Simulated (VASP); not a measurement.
A run of VASP 6.6.1:

File INCAR:

```
SYSTEM = MgO
PREC     = Accurate       ! precision mode
ENCUT    = 520            ! plane-wave cutoff, eV
EDIFF    = 1E-6           ! SCF threshold, eV
ISMEAR   = 1              ! smearing method
SIGMA    = 0.05           ! smearing width, eV
LREAL    = .False.        ! projectors in reciprocal space
LASPH    = .True.         ! aspherical terms in the spheres
NELM     = 100            ! most SCF steps
ALGO     = Normal         ! electronic algorithm
ISIF     = 2              ! what is computed and relaxed
LWAVE    = .False.        ! write WAVECAR
LCHARG   = .True.         ! write CHGCAR
GGA      = PS             ! functional
LELF     = .True.         ! ELF
LVHAR    = .True.       
NBANDS   = 11             ! bands
```

File KPOINTS:

```
Automatic mesh
0
Gamma
  9 9 8
  0 0 0
```

File POSCAR:

```
MgO
1.0
    2.9380209034      0.0000000000      0.0000000000
   -1.4690104517      2.5444007392      0.0000000000
    0.0000000000      0.0000000000      2.6796800000
Mg O
1 1
Direct
    0.0000000000      0.0000000000      0.0000000000
    0.3333333333      0.6666666667      0.5000000000
```

Potentials or basis: VASP PAW PBE potentials, release 64 (Mg, O).

Launch:

```bash
$ cat potpaw_PBE.64/Mg/POTCAR potpaw_PBE.64/O/POTCAR > POTCAR
$ mpirun -np 1 vasp_std > vasp.out
```

Hardware: 1 thread of Intel(R) Xeon(R) 6975P-C (Granite Rapids), on a shared host.

Estimate the wall time of this run.

It took 4.4 s on 1 thread of Intel(R) Xeon(R) 6975P-C (Granite Rapids), on a shared host, peak memory 0.14 GiB. Counts: scf iterations 12, k points 60.
